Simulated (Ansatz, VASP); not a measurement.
# Si2W3: VASP beside Ansatz

INCAR

```
SYSTEM = Si2W3
ALGO = Fast
EDIFF = 1E-6
ENCUT = 520
GGA = PE
ISIF = 2
ISMEAR = 0
LASPH = .TRUE.
LCHARG = .FALSE.
LREAL = .FALSE.
LWAVE = .FALSE.
NBANDS = 61
NELM = 100
PREC = Accurate
SIGMA = 0.15
```

KPOINTS

```
k-points
0
G
  6 6 12
  0 0 0
```

Contents of POSCAR:

```
Si2W3
1.0
    7.1604370404      0.0000000000      0.0000000000
    0.0000000000      7.1604370404      0.0000000000
    0.0000000000      0.0000000000      3.5773070932
Si W
4 6
Direct
    0.1342329886      0.6342329886      0.0000000000
    0.8657670114      0.3657670114      0.0000000000
    0.6342329886      0.8657670114      0.0000000000
    0.3657670114      0.1342329886      0.0000000000
    0.5000000000      0.5000000000      0.0000000000
    0.0000000000      0.0000000000      0.0000000000
    0.6595119696      0.1595119696      0.5000000000
    0.3404880304      0.8404880304      0.5000000000
    0.1595119696      0.3404880304      0.5000000000
    0.8404880304      0.6595119696      0.5000000000
```

Input for Ansatz:

```yaml
crystal:
  lattice:
    - [7.1604370404, 0.0, 0.0]
    - [0.0, 7.1604370404, 0.0]
    - [0.0, 0.0, 3.5773070932]
  atoms:
    - { symbol: Si, position: [0.1342329886, 0.6342329886, 0.0] }
    - { symbol: Si, position: [0.8657670114, 0.3657670114, 0.0] }
    - { symbol: Si, position: [0.6342329886, 0.8657670114, 0.0] }
    - { symbol: Si, position: [0.3657670114, 0.1342329886, 0.0] }
    - { symbol: W, position: [0.5, 0.5, 0.0] }
    - { symbol: W, position: [0.0, 0.0, 0.0] }
    - { symbol: W, position: [0.6595119696, 0.1595119696, 0.5] }
    - { symbol: W, position: [0.3404880304, 0.8404880304, 0.5] }
    - { symbol: W, position: [0.1595119696, 0.3404880304, 0.5] }
    - { symbol: W, position: [0.8404880304, 0.6595119696, 0.5] }
basis:
  ecutwfc: 420
kpoints:
  mp_grid: { grid: [6, 6, 12] }
hamiltonian:
  xc: pbe
scf:
  occupations: { method: gaussian, width: 0.15 }
output:
  forces: true
  stress: true
  eigenvalues: true
```

Change from the starting cell: strain +0.080 along x and y, +0.080 along z, atoms carried along.

Alike in both runs: task single point; functional PBE; k mesh 6 × 6 × 12; occupations gaussian, width 0.15 eV; no spin polarisation.

|  | VASP | Ansatz |
| --- | --- | --- |
| version | VASP 6.6.1 | Ansatz 0.2.0 |
| potentials or method | VASP PAW PBE potentials, release 64 (Si, W_sv), cutoff 520 eV | scalar-relativistic, plane waves, PAW |
| valence electrons in the cell | 100 | 100 |

```csv
,VASP,Ansatz,Ansatz less VASP
gap on the k mesh at the Fermi level (eV),none,none,-
pressure (GPa),-35.2,-35.2,-0.01
"traceless stress, the component that is largest in VASP (GPa)",1.39,1.39,-0.002
rms of the force components (eV/Å),0.215,0.215,-0.0008
```

Atom by atom the forces differ by 0.002 eV/Å (rms over components). A gap of «none» marks a metal or a gap that the smearing closes. Both programs put the cell under strong tension, so it lies far from rest at this level. With one functional, cell and mesh, what is left measures potentials, basis and numerics.

Spin-orbit coupling is off throughout. Noted on VASP's run: the cell as given lies far from equilibrium.
